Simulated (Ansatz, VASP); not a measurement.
## One calculation of ZnS, two programs

Contents of POSCAR:

```
ZnS
1.0
   -2.6945131931     -2.6945131931      0.0000000000
    2.6945131931     -2.6945131931      0.0000000000
    0.2694513193     -0.2694513193     10.7780527726
Zn S
4 4
Direct
    0.5000000000      0.4812500000      0.1875000000
    0.0000000000     -0.0437500000      0.4375000000
    0.5000000000      0.4312500000      0.6875000000
    0.0000000000     -0.0937500000      0.9375000000
    0.5000000000     -0.0312500000      0.3125000000
    0.0000000000      0.4437500000      0.5625000000
    0.5000000000     -0.0812500000      0.8125000000
    0.0000000000      0.4937500000      0.0625000000
```

INCAR.step1

```
SYSTEM = ZnS
ALGO     = Normal         ! electronic algorithm
EDIFF    = 1E-4           ! SCF threshold, eV
ENCUT    = 520            ! plane-wave cutoff, eV
GGA      = PE             ! functional
ISMEAR   = 0              ! smearing method
LASPH    = .True.         ! aspherical terms in the spheres
LCHARG   = .False.        ! write CHGCAR
LREAL    = .False.        ! projectors in reciprocal space
LWAVE    = .True.         ! write WAVECAR
NBANDS   = 46             ! bands
NELM     = 60             ! most SCF steps
PREC     = Accurate       ! precision mode
SIGMA    = 0.05           ! smearing width, eV
```

INCAR.step2

```
SYSTEM = ZnS
ALGO     = Normal         ! electronic algorithm
EDIFF    = 1E-6           ! SCF threshold, eV
ENCUT    = 520            ! plane-wave cutoff, eV
ISIF     = 2              ! what is computed and relaxed
ISMEAR   = 0              ! smearing method
ISTART   = 1            
LASPH    = .True.         ! aspherical terms in the spheres
LCHARG   = .False.        ! write CHGCAR
LMIXTAU  = .True.       
LREAL    = .False.        ! projectors in reciprocal space
LWAVE    = .False.        ! write WAVECAR
METAGGA  = R2SCAN         ! meta-GGA
NBANDS   = 46             ! bands
NELM     = 60             ! most SCF steps
PREC     = Accurate       ! precision mode
SIGMA    = 0.05           ! smearing width, eV
```

Contents of KPOINTS:

```
k-points
0
Gamma
  6 6 2
  0 0 0
```

Input for Ansatz:

```yaml
crystal:
  lattice:
    - [-2.6945131931, -2.6945131931, 0.0]
    - [2.6945131931, -2.6945131931, 0.0]
    - [0.2694513193, -0.2694513193, 10.7780527726]
  atoms:
    - { symbol: Zn, position: [0.5, 0.48125, 0.1875] }
    - { symbol: Zn, position: [0.0, -0.04375, 0.4375] }
    - { symbol: Zn, position: [0.5, 0.43125, 0.6875] }
    - { symbol: Zn, position: [0.0, -0.09375, 0.9375] }
    - { symbol: S, position: [0.5, -0.03125, 0.3125] }
    - { symbol: S, position: [0.0, 0.44375, 0.5625] }
    - { symbol: S, position: [0.5, -0.08125, 0.8125] }
    - { symbol: S, position: [0.0, 0.49375, 0.0625] }
basis:
  ecutwfc: 500
kpoints:
  mp_grid: { grid: [6, 6, 2] }
hamiltonian:
  xc: r2scan
scf:
  occupations: { method: gaussian, width: 0.05 }
output:
  forces: true
  stress: true
  eigenvalues: true
```

Alike in both runs: task single point; functional r2SCAN; k mesh 6 × 6 × 2; occupations gaussian, width 0.05 eV; no spin polarisation.

```csv
,VASP,Ansatz
version,VASP 6.6.1,Ansatz 0.2.0
potentials or method,"VASP PAW PBE potentials, release 64 (Zn, S), cutoff 520 eV","scalar-relativistic, plane waves, PAW"
valence electrons in the cell,72,72
```

Ansatz gave:

- gap on the k mesh at the Fermi level (eV): 2.68
- least direct gap on the mesh (eV): 2.68
- pressure (GPa): 1.8
- traceless stress, the component that is largest in VASP (GPa): -3.11
- rms of the force components (eV/Å): 0.951

Which values does VASP return?

gap on the k mesh at the Fermi level (eV): 2.69; least direct gap on the mesh (eV): 2.69; pressure (GPa): 1.9; traceless stress, the component that is largest in VASP (GPa): -3.14; rms of the force components (eV/Å): 0.963.

VASP's potentials were made for PBE, not for r2SCAN. Atom by atom the forces differ by 0.013 eV/Å (rms over components). The functional is the same, so the differences come from potentials, cutoffs and numerics.
